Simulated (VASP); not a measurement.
CoO, 2 atoms in the cell. The structure is cubic, space group Pm-3m (No. 221). Conventional cell: a = 2.571 Å, b = 2.571 Å, c = 2.571 Å, α = 90.00°, β = 90.00°, γ = 90.00°. Co (site symmetry m-3m) has 8 O at 2.23 Å and 6 Co at 2.57 Å within 2.9 Å. Within 2.9 Å of O (site symmetry m-3m) lie 8 Co at 2.23 Å and 6 O at 2.57 Å. 

- Program: VASP 6.6.1
- Task: single point
- Functional: PBE
- Potentials or basis: VASP PAW PBE potentials, release 64 (Co, O)
- Cutoff: 520 eV
- k mesh: 9 × 9 × 9
- Occupations: gaussian, width 0.05 eV
- Spin: collinear spin, ferromagnetic start
- Starting moments: [2.0, 0.0] μB
- Hubbard terms: Co d U = 3.0 eV
- Dipole correction: no
- Further INCAR settings: ALGO = Normal; EDIFF = 1e-06; NBANDS = 18

Potentials or basis: VASP PAW PBE potentials, release 64 (Co, O).

Launch:

```bash
$ cat potpaw_PBE.64/Co/POTCAR potpaw_PBE.64/O/POTCAR > POTCAR
$ mpirun -np 1 vasp_std > vasp.out
```

Hardware: 1 thread of AMD EPYC 7R13 Processor (Zen 3), with other jobs on the host.

Q: Estimate the wall time of this run.

A: It took 25 s on 1 thread of AMD EPYC 7R13 Processor (Zen 3), on a shared host, peak memory 0.11 GiB. Counts: scf iterations 16, k points 35.
